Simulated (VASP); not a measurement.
# SrTiO3 (Tausonite) (Pm-3m) in VASP: notebook

SrTiO3 (Tausonite) is run at these levels: PBE+D3(BJ); tasks: single point, relaxation of cell and atoms.

Everything below comes from runs of VASP 6.6.1. Logs are shortened: lines on timing, memory, paths and dates and some standing lists are left out, and cuts for length are marked.

### Step 1. The cell of the first run

It takes space group Pm-3m (No. 221, cubic). The conventional cell has a = 3.910 Å, b = 3.910 Å, c = 3.910 Å, α = 90.00°, β = 90.00°, γ = 90.00°. Within 3.6 Å of Sr (site symmetry m-3m) lie 12 O at 2.76 Å and 8 Ti at 3.39 Å. Within 2.6 Å of Ti (site symmetry m-3m) lie 6 O at 1.95 Å. O (site symmetry 4/mmm) has 2 Ti at 1.95 Å within 2.6 Å.

### Step 2. Single point, PBE+D3(BJ)

File INCAR:

```
SYSTEM = SrTiO3
PREC = Accurate ; ENCUT = 520
EDIFF = 1E-6 ; ISMEAR = 0
SIGMA = 0.02 ; LREAL = .False.
LASPH = .True. ; NELM = 100
ALGO = Normal ; ISIF = 2
LWAVE = .False. ; LCHARG = .False.
GGA = PE ; IVDW = 12
NBANDS = 28
```

File KPOINTS:

```
Automatic mesh
0
Gamma
  8 8 8
  0 0 0
```

File POSCAR:

```
SrTiO3
1.0
    3.9098526262      0.0000000000      0.0000000000
    0.0000000000      3.9098526262      0.0000000000
    0.0000000000      0.0000000000      3.9098526262
Sr Ti O
1 1 3
Direct
    0.5000000000      0.5000000000      0.5000000000
    0.0000000000      0.0000000000      0.0000000000
    0.5000000000      0.0000000000      0.0000000000
    0.0000000000      0.5000000000      0.0000000000
    0.0000000000      0.0000000000      0.5000000000
```

Potentials or basis: VASP PAW PBE potentials, release 64 (Sr_sv, Ti_sv, O).

Started as:

```console
> cat potpaw_PBE.64/Sr_sv/POTCAR potpaw_PBE.64/Ti_sv/POTCAR potpaw_PBE.64/O/POTCAR > POTCAR
> mpirun -np 1 vasp_std > vasp.out
```

OUTCAR:

```text
SYSTEM = SrTiO3
   PREC = Accurate
   ENCUT = 520
   EDIFF = 1E-6
   ISMEAR = 0
   LREAL = .False.
   LASPH = .True.
   NELM = 100
   ISIF = 2
   GGA = PE
   IVDW = 12
 IVDW          = 12

 ion  position               nearest neighbor table
   1  0.500  0.500  0.500-   3 2.76   4 2.76   5 2.76   3 2.76   4 2.76   3 2.76   5 2.76   3 2.76
                             4 2.76   5 2.76   4 2.76   5 2.76   2 3.39   2 3.39   2 3.39   2 3.39
   2  0.000  0.000  0.000-   3 1.95   4 1.95   5 1.95   5 1.95   4 1.95   3 1.95   1 3.39   1 3.39
                             1 3.39   1 3.39   1 3.39   1 3.39   1 3.39   1 3.39
   3  0.500  0.000  0.000-   2 1.95   2 1.95   1 2.76   1 2.76   1 2.76   1 2.76
   4  0.000  0.500  0.000-   2 1.95   2 1.95   1 2.76   1 2.76   1 2.76   1 2.76
   5  0.000  0.000  0.500-   2 1.95   2 1.95   1 2.76   1 2.76   1 2.76   1 2.76

  LATTYP: Found a simple cubic cell.
 ALAT       =     3.9098526262

  Lattice vectors:

 A1 = (   3.9098526262,   0.0000000000,   0.0000000000)
 A2 = (   0.0000000000,   3.9098526262,   0.0000000000)
 A3 = (   0.0000000000,   0.0000000000,   3.9098526262)

Analysis of symmetry for initial positions (statically):
=====================================================================
 Subroutine PRICEL returns:
 Original cell was already a primitive cell.

 Routine SETGRP: Setting up the symmetry group for a
 simple cubic supercell.

 Subroutine GETGRP returns: Found 48 space group operations
 (whereof 48 operations were pure point group operations)
 out of a pool of 48 trial point group operations.

The static configuration has the point symmetry O_h .

Analysis of symmetry for dynamics (positions and initial velocities):
=====================================================================
 Subroutine PRICEL returns:
 Original cell was already a primitive cell.

 Routine SETGRP: Setting up the symmetry group for a
 simple cubic supercell.

 Subroutine GETGRP returns: Found 48 space group operations
 (whereof 48 operations were pure point group operations)
 out of a pool of 48 trial point group operations.

The dynamic configuration has the point symmetry O_h .

 Subroutine INISYM returns: Found 48 space group operations
 (whereof 48 operations are pure point group operations),
 and found     1 'primitive' translations

----------------------------------------------------------------------------------------

                                     Primitive cell

  volume of cell :      59.7697

  direct lattice vectors                    reciprocal lattice vectors
     3.909852626  0.000000000  0.000000000     0.255764116  0.000000000  0.000000000
     0.000000000  3.909852626  0.000000000     0.000000000  0.255764116  0.000000000
     0.000000000  0.000000000  3.909852626     0.000000000  0.000000000  0.255764116

  length of vectors
     3.909852626  3.909852626  3.909852626     0.255764116  0.255764116  0.255764116

  position of ions in fractional coordinates (direct lattice)
     0.500000000  0.500000000  0.500000000
     0.000000000  0.000000000  0.000000000
     0.500000000  0.000000000  0.000000000
     0.000000000  0.500000000  0.000000000
     0.000000000  0.000000000  0.500000000

  ion indices of the primitive-cell ions
   primitive index   ion index
                 1           1
                 2           2
                 3           3
                 4           4
                 5           5

----------------------------------------------------------------------------------------

 KPOINTS: Automatic mesh

Automatic generation of k-mesh.
 Grid dimensions read from file:
 generate k-points for:    8    8    8

 Generating k-lattice:

  Cartesian coordinates                     Fractional coordinates (reciprocal lattice)
     0.031970514  0.000000000  0.000000000     0.125000000  0.000000000  0.000000000
     0.000000000  0.031970514  0.000000000     0.000000000  0.125000000  0.000000000
     0.000000000  0.000000000  0.031970514     0.000000000  0.000000000  0.125000000

  Length of vectors
     0.031970514  0.031970514  0.031970514

  Shift w.r.t. Gamma in fractional coordinates (k-lattice)
     0.000000000  0.000000000  0.000000000

 Subroutine IBZKPT returns following result:
 ===========================================

 Found     35 irreducible k-points:

 Following reciprocal coordinates:
            Coordinates               Weight
  0.000000  0.000000  0.000000      1.000000
  0.125000  0.000000  0.000000      6.000000
  0.250000  0.000000  0.000000      6.000000
  0.375000  0.000000  0.000000      6.000000
  0.500000  0.000000  0.000000      3.000000
  0.125000  0.125000  0.000000     12.000000
[... 16 lines left out ...]
  0.375000  0.375000  0.125000     24.000000
  0.500000  0.375000  0.125000     24.000000
 [... further k-points ...]
   k-points           NKPTS =     35   k-points in BZ     NKDIM =     35   number of bands    NBANDS=     28
   number of dos      NEDOS =    301   number of ions     NIONS =      5
   total plane-waves  NPLWV =  27000
   dimension x,y,z NGX =    30 NGY =   30 NGZ =   30
   dimension x,y,z NGXF=    60 NGYF=   60 NGZF=   60
   ions per type =               1   1   3
   NGX,Y,Z   is equivalent  to a cutoff of  12.76, 12.76, 12.76 a.u.
   NGXF,Y,Z  is equivalent  to a cutoff of  25.51, 25.51, 25.51 a.u.
 SYSTEM =  SrTiO3
   PREC   = accura    normal or accurate (medium, high low for compatibility)
   ISTART =      0    job   : 0-new  1-cont  2-samecut
   ICHARG =      2    charge: 1-file 2-atom 10-const
   ISPIN  =      1    spin polarized calculation?
   LNONCOLLINEAR =      F non collinear calculations
   LSORBIT =      F    spin-orbit coupling
   LASPH  =      T    aspherical Exc in radial PAW
   ENCUT  =  520.0 eV  38.22 Ry    6.18 a.u.   7.27  7.27  7.27*2*pi/ulx,y,z
   NELM   =    100;   NELMIN=  2; NELMDL= -5     # of ELM steps
   EDIFF  = 0.1E-05   stopping-criterion for ELM
   LREAL  =      F    real-space projection
   EDIFFG = 0.1E-04   stopping-criterion for IOM
   NSW    =      0    number of steps for IOM
   IBRION =     -1    ionic relax: 0-MD 1-quasi-New 2-CG
   NFREE  =      0    steps in history (QN), initial steepest desc. (CG)
   ISIF   =      2    stress and relaxation
   ISYM   =      2    0-nonsym 1-usesym 2-fastsym
   POTIM  = 0.5000    time-step for ionic-motion
   TEBEG  =    0.0;   TEEND  =   0.0 temperature during run
   PSTRESS=    0.0 pullay stress
   NELECT =      40.0000    total number of electrons
   NUPDOWN=      -1.0000    fix difference up-down
   EMIN   =  10.00;   EMAX   =-10.00  energy-range for DOS
   EFERMI =   0.00;   METHOD = LEGACY
   ISMEAR =     0;   SIGMA  =   0.02  broadening in eV -4-tet -1-fermi 0-gaus
   EFERMI_NEDOS =   21; number of points for ismear=-14 and -15
   IALGO  =     38    algorithm
   IMIX   =      4    mixing-type and parameters
     AMIX     =   0.40;   BMIX     =  1.00
     AMIX_MAG =   1.60;   BMIX_MAG =  1.00
  volume/ion in A,a.u.               =      11.95        80.67
  Fermi-wavevector in a.u.,A,eV,Ry     =   1.431972  2.706034 27.899331  2.050543
  Thomas-Fermi vector in A             =   2.551650
   LORBIT       =      0    0 simple, 1 ext, 2 COOP (PROOUT), +10 PAW based schemes
   GGA     = PE    functional components
   LHFCALC =     F    Hartree Fock is set to
   AEXX    =    0.0000 exact exchange contribution
   IVDW    =    12    specifies the selected vdW correction
   LEPSILON=     F    determine dielectric tensor
   LRPA    =     F    only Hartree local field effects (RPA)
 non-spin polarized calculation
 Gauss-broadening in eV      SIGMA  =   0.02
  energy-cutoff  :      520.00
  volume of cell :       59.77
 maximum number of plane-waves:      1640
 NGX is ok and might be reduce to    30
   NGX = 15   NGY = 15   NGZ = 15

 number of electron      40.0000002 magnetization

 Free energy of the ion-electron system (eV)
  ---------------------------------------------------
  ext. energy  EPLUGINS =         0.00000000
  ---------------------------------------------------
  free energy    TOTEN  =       -40.08334794 eV

  energy without entropy =      -40.08334794  energy(sigma->0) =      -40.08334794

 E-fermi :   4.4076     XC(G=0): -11.2512

 val. band max:        4.1348559577   @ k =   0.5000   0.5000   0.5000
 cond. band min:       5.9835893164   @ k =   0.0000   0.0000   0.0000
 fundamental gap:      1.8487333586
 Fermi energy:         4.4075832894

 k-point     1 :       0.0000    0.0000    0.0000
  band No.  band energies     occupation
      1     -52.3456      2.00000
      2     -28.6669      2.00000
      3     -28.5894      2.00000
      4     -28.5894      2.00000
      5     -28.5894      2.00000
      6     -13.2800      2.00000
[... 20 lines left out ...]
     27       9.5332      0.00000
     28      10.3135      0.00000

 k-point     2 :       0.1250    0.0000    0.0000
  band No.  band energies     occupation
      1     -52.3454      2.00000
      2     -28.6850      2.00000
      3     -28.5890      2.00000
      4     -28.5890      2.00000
      5     -28.5781      2.00000
      6     -13.2861      2.00000
[... 20 lines left out ...]
     27       9.8083      0.00000
     28      10.6848      0.00000

 k-point     3 :       0.2500    0.0000    0.0000
  band No.  band energies     occupation
      1     -52.3449      2.00000
      2     -28.7204      2.00000
      3     -28.5880      2.00000
      4     -28.5880      2.00000
      5     -28.5592      2.00000
      6     -13.3499      2.00000
[... 20 lines left out ...]
     27      10.4685      0.00000
     28      11.6983      0.00000

 k-point     4 :       0.3750    0.0000    0.0000
  band No.  band energies     occupation
      1     -52.3444      2.00000
      2     -28.7510      2.00000
      3     -28.5870      2.00000
      4     -28.5870      2.00000
      5     -28.5448      2.00000
      6     -13.4540      2.00000
[... 20 lines left out ...]
     27      11.2033      0.00000
     28      12.1939      0.00000

 k-point     5 :       0.5000    0.0000    0.0000
  band No.  band energies     occupation
      1     -52.3441      2.00000
      2     -28.7629      2.00000
      3     -28.5866      2.00000
      4     -28.5866      2.00000
      5     -28.5395      2.00000
      6     -13.5023      2.00000
[... 20 lines left out ...]
     27      11.5394      0.00000
     28      12.1414      0.00000

 k-point     6 :       0.1250    0.1250    0.0000
  band No.  band energies     occupation
      1     -52.3452      2.00000
      2     -28.6935      2.00000
      3     -28.5994      2.00000
      4     -28.5886      2.00000
      5     -28.5658      2.00000
      6     -13.2748      2.00000
[... 463 lines left out ...]
      5     -28.5632      2.00000
      6     -13.0952      2.00000
[... 20 lines left out ...]
     27      12.0407      0.00000
     28      12.3890      0.00000

 k-point    22 :       0.5000    0.2500    0.1250
  band No.  band energies     occupation
      1     -52.3432      2.00000
      2     -28.7188      2.00000
      3     -28.6216      2.00000
      4     -28.5956      2.00000
      5     -28.5706      2.00000
      6     -13.0972      2.00000
[... 20 lines left out ...]
     27      12.2534      0.00000
     28      12.5276      0.00000

 k-point    23 :       0.3750    0.3750    0.1250
  band No.  band energies     occupation
      1     -52.3429      2.00000
      2     -28.6900      2.00000
      3     -28.6469      2.00000
      4     -28.5967      2.00000
      5     -28.5829      2.00000
      6     -12.8751      2.00000
[... 20 lines left out ...]
     27      12.3129      0.00000
     28      12.7562      0.00000

 k-point    24 :       0.5000    0.3750    0.1250
  band No.  band energies     occupation
      1     -52.3426      2.00000
      2     -28.6837      2.00000
      3     -28.6465      2.00000
      4     -28.5984      2.00000
      5     -28.5946      2.00000
      6     -12.7868      2.00000
[... 20 lines left out ...]
     27      12.3555      0.00000
     28      12.8623      0.00000

 [... further k-points ...]

------------------------ aborting loop because EDIFF is reached ----------------------------------------

 Edisp (eV)   -1.32243

 E8    (eV) :    -0.5793

  FORCE on cell =-STRESS in cart. coord.  units (eV):
  Direction    XX          YY          ZZ          XY          YZ          ZX
  --------------------------------------------------------------------------------------
  -------------------------------------------------------------------------------------
  Total       0.24623     0.24623     0.24623    -0.00000    -0.00000     0.00000
  in kB       6.60051     6.60051     6.60051    -0.00000    -0.00000     0.00000
  external pressure =        6.60 kB  Pullay stress =        0.00 kB

 VOLUME and BASIS-vectors are now :
 -----------------------------------------------------------------------------
  energy-cutoff  :      520.00
  volume of cell :       59.77
      direct lattice vectors                 reciprocal lattice vectors
     3.909852626  0.000000000  0.000000000     0.255764116  0.000000000  0.000000000
     0.000000000  3.909852626  0.000000000     0.000000000  0.255764116  0.000000000
     0.000000000  0.000000000  3.909852626     0.000000000  0.000000000  0.255764116

 POSITION                                       TOTAL-FORCE (eV/Angst)
 -----------------------------------------------------------------------------------
      1.95493      1.95493      1.95493         0.000000      0.000000      0.000000
      0.00000      0.00000      0.00000         0.000000      0.000000      0.000000
      1.95493      0.00000      0.00000         0.000000      0.000000      0.000000
      0.00000      1.95493      0.00000         0.000000      0.000000      0.000000
      0.00000      0.00000      1.95493         0.000000      0.000000      0.000000
 -----------------------------------------------------------------------------------
    total drift:                                0.000000     -0.000000      0.000000

  FREE ENERGIE OF THE ION-ELECTRON SYSTEM (eV)
  ---------------------------------------------------
  free  energy   TOTEN  =       -41.4057763005 eV

  energy  without entropy=      -41.4057763005  energy(sigma->0) =      -41.40577630
```

It took 28 s on 1 thread of Intel Xeon 6975P-C (Granite Rapids), shared host; peak memory 0.22 GiB.

What came out:

```yaml
Free_energy: -41.4058 eV
Pressure: 0.7 GPa
Band_gap_on_the_k_mesh: 1.85 eV, indirect (least direct gap 2.21 eV)
Dispersion_energy_per_atom: -0.264 eV
```

A k mesh can miss the band edges. As with any semilocal functional, this PBE gap is likely too small.

### Step 3. Relaxation of cell and atoms, PBE+D3(BJ)

This run uses another cell than the first one, of 12.20 Å³/atom, 1.021 times its volume.

File INCAR:

```
SYSTEM = SrTiO3
ALGO = Normal
EDIFF = 1E-6
EDIFFG = -0.005
ENCUT = 600
GGA = PE
IBRION = 2
ISIF = 3
ISMEAR = 0
IVDW = 12
LASPH = .TRUE.
LCHARG = .FALSE.
LREAL = .FALSE.
LWAVE = .FALSE.
NELM = 60
NSW = 70
PREC = Accurate
SIGMA = 0.02
```

File KPOINTS:

```
k-points
0
G
  8 8 8
  0 0 0
```

POSCAR, as its differences from that of step 2:

```diff
@@ -2,5 +2,5 @@
 1.0
-    3.9098526262      0.0000000000      0.0000000000
-    0.0000000000      3.9098526262      0.0000000000
-    0.0000000000      0.0000000000      3.9098526262
+    3.9364041142      0.0000000000      0.0000000000
+    0.0000000000      3.9364041142      0.0000000000
+    0.0000000000      0.0000000000      3.9364041142
 Sr Ti O
```

Potentials or basis: VASP PAW PBE potentials, release 64 (Sr_sv, Ti_sv, O).

Started as:

```console
> cat potpaw_PBE.64/Sr_sv/POTCAR potpaw_PBE.64/Ti_sv/POTCAR potpaw_PBE.64/O/POTCAR > POTCAR
> mpirun -np 1 vasp_std > vasp.out
```

Run time: 48 s. Hardware: 1 thread of Intel Xeon 6975P-C (Granite Rapids), shared host; peak memory 0.24 GiB.

It converged, with:

| Item | Value |
| --- | --- |
| Free energy | -41.4154 eV |
| Relaxed volume | 11.98 Å³/atom |
| Relaxed cell | a = 3.913 Å, b = 3.913 Å, c = 3.913 Å, α = 90.00°, β = 90.00°, γ = 90.00° |
| Space group after relaxing (to 0.05 Å) | Pm-3m (No. 221) |
| Energy gained by relaxing | 2.1 meV/atom |
| Ionic steps | 3 |
| Pressure after relaxing | 0.0 GPa |
| Band gap on the k mesh | 1.85 eV, indirect (least direct gap 2.20 eV) |
| Dispersion energy per atom | -0.264 eV |

The path:
| step | energy change (eV) | largest force (eV/Å) | pressure (GPa) | volume (Å³) |
| --- | --- | --- | --- | --- |
| 1 | 0.0000 | 0.0000 | -3.13 | 61.00 |
| 2 | -0.0010 | 0.0000 | 3.08 | 58.92 |
| 3 | -0.0104 | 0.0000 | -0.02 | 59.92 |

Final structure:
```cif
data_structure
_symmetry_space_group_name_H-M 'P 1'
_symmetry_Int_Tables_number 1
_cell_length_a 3.9132
_cell_length_b 3.9132
_cell_length_c 3.9132
_cell_angle_alpha 90.000
_cell_angle_beta 90.000
_cell_angle_gamma 90.000
_cell_volume 59.92
loop_
_atom_site_label
_atom_site_type_symbol
_atom_site_fract_x
_atom_site_fract_y
_atom_site_fract_z
_atom_site_occupancy
Sr1 Sr 0.50000 0.50000 0.50000 1
Ti1 Ti 0.00000 0.00000 0.00000 1
O1 O 0.50000 0.00000 0.00000 1
O2 O 0.00000 0.50000 0.00000 1
O3 O 0.00000 0.00000 0.50000 1
```

Levels at points of the mesh, in eV from the valence-band top:
```csv
k point,band 18,band 19,band 20,band 21,band 22,band 23
"(0.00, 0.00, 0.00)",-0.36,-0.36,-0.36,1.85,1.85,1.85
"(0.50, 0.00, 0.00)",-1.97,-0.73,-0.73,2.01,3.75,3.75
"(0.50, 0.50, 0.00)",-1.56,-1.56,-0.09,3.75,3.75,4.21
"(0.50, 0.50, 0.50)",0.00,0.00,0.00,4.42,4.42,4.42
```

A k mesh can miss the band edges. PBE gaps usually lie below the measured ones, often by a third to a half.
